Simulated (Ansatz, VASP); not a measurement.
## SrBiSb2Br in VASP and in Ansatz

```
Br Sb Sr Bi
1.0
     6.30678    0.00000    0.00000
     3.15339   -7.26789    0.00000
     0.00000    0.00000   -6.16072
Br Sb Sr Bi
2 4 2 2
Direct
  0.74450 0.51100 0.75000
  0.25550 0.48900 0.25000
  0.24700 0.00000 0.00000
  0.75300 0.00000 0.50000
  0.75300 0.00000 0.00000
  0.24700 0.00000 0.50000
  0.40500 0.19000 0.75000
  0.59500 0.81000 0.25000
  0.07390 0.85220 0.75000
  0.92610 0.14780 0.25000
```

Alike in both runs: task single point; functional PBE; k mesh 3 × 3 × 3; no spin polarisation.

|  | VASP | Ansatz |
| --- | --- | --- |
| version | VASP 6.6.1 | Ansatz 0.2.0 |
| potentials or method | VASP PAW PBE potentials, release 64 (Br, Sb, Sr_sv, Bi_d), cutoff 520 eV | PAW plane waves |
| occupations | methfessel-paxton of order 1, width 0.0156 eV | cold, width 0.0156 eV |
| valence electrons in the cell | 84 | 124 |

|  | VASP | Ansatz | Ansatz less VASP |
| --- | --- | --- | --- |
| gap on the k mesh at the Fermi level (eV) | none | none | - |
| rms of the force components (eV/Å) | 4.719 | 4.681 | -0.0383 |

Atom by atom the forces differ by 0.045 eV/Å (rms over components). A gap of «none» marks a metal or a gap that the smearing closes. VASP's potentials hold 84 valence electrons a cell and Ansatz's 124, so a difference there can come from the potentials and not from the codes.

The k mesh is coarse, so the values compare programs but aren't converged. Spin-orbit coupling is off throughout.
